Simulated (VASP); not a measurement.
# TiAl (an interface model) in VASP: a series of runs

TiAl (an interface model) is run at these levels: PBE; tasks: single point.

Program: VASP 6.6.1. These are calculated values, not measurements. Logs are shortened: lines on timing, memory, paths and dates and some standing lists are left out, and cuts for length are marked.

### 1 The cell of the first run

The cell holds layers of an interface, 10 atoms: a = 2.908 Å, b = 2.908 Å, c = 28.834 Å, α = 59.69°, β = 59.69°, γ = 90.00°.

### 2 Single point, PBE

The input, INCAR:

```
PREC = Accurate
ENCUT = 520
EDIFF = 1E-7
ISMEAR = 0
SIGMA = 0.1
LREAL = False
LASPH = True
NELM = 80
ALGO = Normal
ISIF = 2
LWAVE = False
LCHARG = True
GGA = PE
LELF = True
LVHAR = True
NBANDS = 48
```

The input, KPOINTS:

```
Automatic mesh
0
Gamma
  12 12 2
```

The input, POSCAR:

```
TiAl
1.0
    2.9076466552     -0.0000012100     -0.0026526012
   -0.0000012100      2.9076466552     -0.0026526012
   14.5681250055     14.5681250055     20.1723551161
Ti Al
5 5
Direct
    0.3666313138      0.3666313138      0.0261625379
    0.3602849312      0.3602849312      0.1273042366
    0.3504764560      0.3504764560      0.2291440669
    0.3406679808      0.3406679808      0.3309838972
    0.3343215982      0.3343215982      0.4321255958
    0.3364009801      0.3364009801      0.5316591591
    0.3442712740      0.3442712740      0.6302664142
    0.3504764560      0.3504764560      0.7291440669
    0.3566816380      0.3566816380      0.8280217195
    0.3645519319      0.3645519319      0.9266289746
```

Potentials or basis: VASP PAW PBE potentials, release 64 (Ti_sv, Al).

Started as:

```sh
$ cat potpaw_PBE.64/Ti_sv/POTCAR potpaw_PBE.64/Al/POTCAR > POTCAR
$ mpirun -np 1 vasp_std > vasp.out
```

OUTCAR:

```text
PREC = Accurate
   ENCUT = 520
   EDIFF = 1E-7
   ISMEAR = 0
   LREAL = False
   LASPH = True
   NELM = 80
   ISIF = 2
   GGA = PE

 ion  position               nearest neighbor table
   1  0.367  0.367  0.026-  10 2.88  10 2.88  10 2.88  10 2.88   2 2.90   2 2.90   2 2.90   2 2.90

   2  0.360  0.360  0.127-   1 2.90   1 2.90   1 2.90   1 2.90   3 2.91   3 2.91   3 2.91   3 2.91

   3  0.350  0.350  0.229-   4 2.91   2 2.91   2 2.91   2 2.91   4 2.91   4 2.91   2 2.91   4 2.91
[... 11 lines left out ...]
   9  0.357  0.357  0.828-  10 2.86  10 2.86  10 2.86   8 2.86   8 2.87   8 2.87  10 2.87   8 2.87

  10  0.365  0.365  0.927-   9 2.86   9 2.86   9 2.86   9 2.87   1 2.88   1 2.88   1 2.88   1 2.88

  LATTYP: Found a base centered monoclinic cell.
 ALAT       =     4.1120350455
 B/A-ratio  =     1.0000000000
 C/A-ratio  =     4.9121481599
 COS(beta)  =    -0.0008031084

  Lattice vectors:

 A1 = (  -2.9076466552,   0.0000012100,   0.0026526012)
 A2 = (   0.0000012100,  -2.9076466552,   0.0026526012)
 A3 = (   0.0298977795,   0.0298977795,  20.1988811281)

Analysis of symmetry for initial positions (statically):
=====================================================================
 Subroutine PRICEL returns:
 Original cell was already a primitive cell.

 Routine SETGRP: Setting up the symmetry group for a
 base centered monoclinic supercell.

 Subroutine GETGRP returns: Found  4 space group operations
 (whereof  2 operations were pure point group operations)
 out of a pool of  4 trial point group operations.

The static configuration has the point symmetry C_1h.
 The point group associated with its full space group is C_2h.

Analysis of symmetry for dynamics (positions and initial velocities):
=====================================================================
 Subroutine PRICEL returns:
 Original cell was already a primitive cell.

 Routine SETGRP: Setting up the symmetry group for a
 base centered monoclinic supercell.

 Subroutine GETGRP returns: Found  4 space group operations
 (whereof  2 operations were pure point group operations)
 out of a pool of  4 trial point group operations.

The dynamic configuration has the point symmetry C_1h.
 The point group associated with its full space group is C_2h.

 Subroutine INISYM returns: Found  4 space group operations
[... 112 lines left out ...]
   NELM   =     80;   NELMIN=  2; NELMDL= -5     # of ELM steps
   EDIFF  = 0.1E-06   stopping-criterion for ELM
   LREAL  =      F    real-space projection
   EDIFFG = 0.1E-05   stopping-criterion for IOM
   NSW    =      0    number of steps for IOM
   IBRION =     -1    ionic relax: 0-MD 1-quasi-New 2-CG
   NFREE  =      0    steps in history (QN), initial steepest desc. (CG)
   ISIF   =      2    stress and relaxation
   ISYM   =      2    0-nonsym 1-usesym 2-fastsym
   POTIM  = 0.5000    time-step for ionic-motion
   TEBEG  =    0.0;   TEEND  =   0.0 temperature during run
   PSTRESS=    0.0 pullay stress
   NELECT =      75.0000    total number of electrons
   NUPDOWN=      -1.0000    fix difference up-down
   EMIN   =  10.00;   EMAX   =-10.00  energy-range for DOS
   EFERMI =   0.00;   METHOD = LEGACY
   ISMEAR =     0;   SIGMA  =   0.10  broadening in eV -4-tet -1-fermi 0-gaus
   EFERMI_NEDOS =   21; number of points for ismear=-14 and -15
   IALGO  =     38    algorithm
   IMIX   =      4    mixing-type and parameters
     AMIX     =   0.40;   BMIX     =  1.00
     AMIX_MAG =   1.60;   BMIX_MAG =  1.00
  volume/ion in A,a.u.               =      17.08       115.24
  Fermi-wavevector in a.u.,A,eV,Ry     =   1.244394  2.351564 21.068854  1.548517
  Thomas-Fermi vector in A             =   2.378663
   LORBIT       =      0    0 simple, 1 ext, 2 COOP (PROOUT), +10 PAW based schemes
   GGA     = PE    functional components
   LHFCALC =     F    Hartree Fock is set to
   AEXX    =    0.0000 exact exchange contribution
   IVDW    =     0    specifies the selected vdW correction
   LEPSILON=     F    determine dielectric tensor
   LRPA    =     F    only Hartree local field effects (RPA)
 non-spin polarized calculation
 Gauss-broadening in eV      SIGMA  =   0.10
  energy-cutoff  :      520.00
  volume of cell :      170.77
 maximum number of plane-waves:      4661
 NGX is ok and might be reduce to    24
   NGX = 11   NGY = 11   NGZ =107

 number of electron      75.0000002 magnetization

 Free energy of the ion-electron system (eV)
  ---------------------------------------------------
  ext. energy  EPLUGINS =         0.00000000
  ---------------------------------------------------
  free energy    TOTEN  =       -58.48297777 eV

  energy without entropy =      -58.42084970  energy(sigma->0) =      -58.45191373

 E-fermi :   8.0097     XC(G=0): -10.8276

 val. band max:        8.0095846785   @ k =  -0.2500   0.1667   0.5000
 cond. band min:       8.0182171407   @ k =  -0.3333   0.1667   0.5000
 fundamental gap:      0.0086324622
 Fermi energy:         8.0097202376

 k-point     1 :       0.0000    0.0000    0.0000
  band No.  band energies     occupation
      1     -48.7626      2.00000
      2     -48.7602      2.00000
      3     -48.6655      2.00000
      4     -48.6274      2.00000
      5     -48.5534      2.00000
      6     -25.1820      2.00000
[... 1213 lines left out ...]
     47       9.4965      0.00000
     48       9.6601      0.00000

 [... further k-points ...]
[... 5 lines left out ...]
  --------------------------------------------------------------------------------------
  -------------------------------------------------------------------------------------
  Total       -1.9954926     -1.9954926     -0.1925576     -0.0935654     -0.0222859     -0.0222859
  in kB      -18.7218588    -18.7218588     -1.8065899     -0.8778378     -0.2090879     -0.2090881
  external PRESSURE =     -13.0834358 kB  Pullay stress =       0.0000000 kB

 VOLUME and BASIS-vectors are now :
 -----------------------------------------------------------------------------
  energy-cutoff  :      520.00
  volume of cell :      170.77
      direct lattice vectors                 reciprocal lattice vectors
     2.907646655 -0.000001210 -0.002652601     0.343694454 -0.000226146 -0.248046855
    -0.000001210  2.907646655 -0.002652601    -0.000226146  0.343694454 -0.248046855
    14.568125006 14.568125006 20.172355116     0.000045165  0.000045165  0.049507559

 POSITION                                       TOTAL-FORCE (eV/Angst)
 -----------------------------------------------------------------------------------
      1.44717      1.44717      0.52581        -0.001340     -0.001340      0.009630
      2.90216      2.90216      2.56611         0.000015      0.000015      0.001002
      4.35726      4.35726      4.62052        -0.000000      0.000000      0.000000
      5.81236      5.81236      6.67492        -0.000015     -0.000015     -0.001002
      7.26735      7.26735      8.71522         0.001340      0.001340     -0.009630
      8.72341      8.72341     10.72303         0.001621      0.001621      0.003573
     10.18282     10.18282     12.71213        -0.000661     -0.000661      0.001379
     11.64132     11.64132     14.70669        -0.000000      0.000000      0.000000
     13.09983     13.09983     16.70126         0.000661      0.000661     -0.001379
     14.55923     14.55923     18.69035        -0.001621     -0.001621     -0.003573
 -----------------------------------------------------------------------------------
    total drift:                                0.000017      0.000017      0.000070

  FREE ENERGIE OF THE ION-ELECTRON SYSTEM (eV)
  ---------------------------------------------------
  free  energy   TOTEN  =       -58.4829777658 eV

  energy  without entropy=      -58.4208497031  energy(sigma->0) =      -58.45191373
```

OSZICAR:

```text
N       E                     dE             d eps       ncg     rms          rms(c)
DAV:   1     0.899043824886E+03    0.89904E+03   -0.35627E+04  8272   0.168E+03
DAV:   2     0.579106183782E+02   -0.84113E+03   -0.82281E+03  8288   0.531E+02
DAV:   3    -0.479831760713E+02   -0.10589E+03   -0.10175E+03 13160   0.159E+02
[... 13 lines left out ...]
DAV:  17    -0.584829764513E+02   -0.51982E-05   -0.15574E-04 12408   0.801E-02    0.118E-02
DAV:  18    -0.584829770260E+02   -0.57476E-06   -0.22062E-05 11160   0.401E-02    0.319E-03
DAV:  19    -0.584829775152E+02   -0.48917E-06   -0.12296E-06 11920   0.898E-03    0.327E-03
DAV:  20    -0.584829776662E+02   -0.15105E-06   -0.64981E-07  9080   0.729E-03    0.399E-04
DAV:  21    -0.584829777658E+02   -0.99521E-07   -0.82994E-08  5992   0.197E-03
   1 F= -.58482978E+02 E0= -.58451914E+02  d E =-.621281E-01
```

stdout:

```text
POSCAR found type information on POSCAR TiAl
 POSCAR found :  2 types and      10 ions
 scaLAPACK will be used
 LDA part: xc-table for (Slater+PW92), standard interpolation
 POSCAR, INCAR and KPOINTS ok, starting setup
 FFT: planning ... GRIDC
 FFT: planning ... GRID_SOFT
 FFT: planning ... GRID
 WAVECAR not read
 entering main loop
```

Run time: 12 min. Hardware: 1 thread of Intel Xeon 6975P-C (Granite Rapids), shared host; peak memory 0.69 GiB.

What came out:

```
Free energy   : -58.4830 eV
Pressure      : -1.3 GPa
Largest force : 0.010 eV/Å
```

Forces in eV/Å, atoms in the order of the input:
```
Ti  -0.001 -0.001  0.010
Ti   0.000  0.000  0.001
Ti   0.000  0.000  0.000
Ti   0.000  0.000 -0.001
Ti   0.001  0.001 -0.010
Al   0.002  0.002  0.004
Al  -0.001 -0.001  0.001
Al   0.000  0.000  0.000
Al   0.001  0.001 -0.001
Al  -0.002 -0.002 -0.004
```

### 3 Single point, PBE

This run uses another cell than the first one, of 17.02 Å³/atom, 0.996 times its volume.

The input, INCAR:

```
ALGO     = Normal         # electronic algorithm
EDIFF    = 1E-7           # SCF threshold, eV
ENCUT    = 520            # plane-wave cutoff, eV
GGA      = PE             # functional
ISIF     = 2              # what is computed and relaxed
ISMEAR   = 0              # smearing method
LASPH    = True           # aspherical terms in the spheres
LCHARG   = False          # write CHGCAR
LREAL    = False          # projectors in reciprocal space
LWAVE    = False          # write WAVECAR
NBANDS   = 48             # bands
NELM     = 80             # most SCF steps
PREC     = Accurate       # precision mode
SIGMA    = 0.1            # smearing width, eV
```

The input, KPOINTS:

```
k-points
0
Gamma
  12 12 2
```

The input, POSCAR:

```
TiAl
1.0
    2.9076478652      0.0000000000      0.0000000000
    0.0000000000      2.9076478652      0.0000000000
   14.5864988983     14.5864988983     20.1272287291
Ti Al
5 5
Direct
    0.3753778394      0.3753778394      0.0248419694
    0.3629271477      0.3629271477      0.1269930181
    0.3504764560      0.3504764560      0.2291440669
    0.3380257643      0.3380257643      0.3312951156
    0.3255750725      0.3255750725      0.4334461643
    0.3255750725      0.3255750725      0.5334461643
    0.3380257643      0.3380257643      0.6312951156
    0.3504764560      0.3504764560      0.7291440669
    0.3629271477      0.3629271477      0.8269930181
    0.3753778394      0.3753778394      0.9248419694
```

Potentials or basis: VASP PAW PBE potentials, release 64 (Ti_sv, Al).

Started as:

```sh
$ cat potpaw_PBE.64/Ti_sv/POTCAR potpaw_PBE.64/Al/POTCAR > POTCAR
$ mpirun -np 1 vasp_std > vasp.out
```

Wall time 8.7 min (1 thread of Intel Xeon Platinum 8481C at 2.70GHz (Sapphire Rapids), shared host); peak memory 0.69 GiB.

The run converged. Its results:

```yaml
Free_energy: -58.4779 eV
Pressure: -1.1 GPa
Largest_force: 0.077 eV/Å
```

Forces in eV/Å, atoms in the order of the input:
```
Ti  -0.010 -0.010  0.047
Ti  -0.001 -0.001 -0.036
Ti   0.000  0.000  0.000
Ti   0.001  0.001  0.036
Ti   0.010  0.010 -0.047
Al  -0.002 -0.002 -0.077
Al   0.002  0.002 -0.020
Al   0.000  0.000  0.000
Al  -0.002 -0.002  0.020
Al   0.002  0.002  0.077
```

Stress tensor (GPa, compression positive):
```
-1.78 -0.07 -0.12
-0.07 -1.78 -0.12
-0.12 -0.12  0.37
```

Levels at points of the mesh, in eV from the Fermi level:
```tsv
k point	band 36	band 37	band 38	band 39	band 40	band 41
(0.00, 0.00, 0.00)	0.63	0.98	0.98	1.25	1.30	1.30
(0.50, 0.00, 0.00)	-0.06	-0.03	-0.02	0.23	0.38	0.46
(0.50, 0.50, 0.00)	-0.70	-0.64	-0.58	-0.58	-0.52	-0.52
(0.00, 0.00, 0.50)	0.63	0.98	0.98	1.26	1.30	1.30
(0.50, 0.00, 0.50)	-0.04	0.10	0.14	0.23	0.24	0.42
(0.50, 0.50, 0.50)	-1.05	-1.05	-0.73	-0.61	0.12	0.13
```
